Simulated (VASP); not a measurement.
AlRu: single point with PBE

Slab: AlRu, a slab with vacuum.

```xyz
8
Lattice="2.9916 0.0000 0.0000 0.0000 2.9916 0.0000 0.0000 0.0000 25.4706" Properties=species:S:1:pos:R:3 pbc="T T T"
Ru    1.4958    1.4958    7.5000
Ru    1.4958    1.4958   10.4916
Ru    1.4958    1.4958   13.4832
Ru    1.4958    1.4958   16.4748
Al    0.0000    0.0000    8.9958
Al    0.0000    0.0000   11.9874
Al    0.0000    0.0000   14.9790
Al    0.0000    0.0000   17.9706
```

```yaml
Program: VASP 6.6.1
Task: single point
Functional: PBE
Potentials_or_basis: VASP PAW PBE potentials, release 64 (Ru_pv, Al)
Cutoff: 520 eV
k_mesh: 9 × 9 × 1
Occupations: fermi-dirac, width 0.05 eV
Spin: no spin polarisation
```

The largest force is 1.585 eV/Å. The band gap on the k mesh is zero (band 34 reaches 4.46 eV, above the bottom of band 35 at 2.56 eV).

Forces on the atoms (eV/Å):
```
Ru   0.000  0.000  0.581
Ru   0.000  0.000 -0.357
Ru   0.000  0.000 -0.228
Ru   0.000  0.000  1.585
Al   0.000  0.000 -0.296
Al   0.000  0.000  0.213
Al   0.000  0.000 -0.171
Al   0.000  0.000 -1.327
```

Levels at points of the mesh, in eV from the Fermi level:
```csv
k point,band 30,band 31,band 32,band 33,band 34,band 35,band 36,band 37,band 38,band 39
"(0.00, 0.00, 0.00)",-0.39,-0.07,0.06,0.10,0.10,0.17,0.24,0.41,0.63,2.47
```

Wall time 11 min on 1 thread of Intel(R) Xeon(R) Platinum 8488C (Sapphire Rapids) (shared host), peak memory 0.38 GiB.
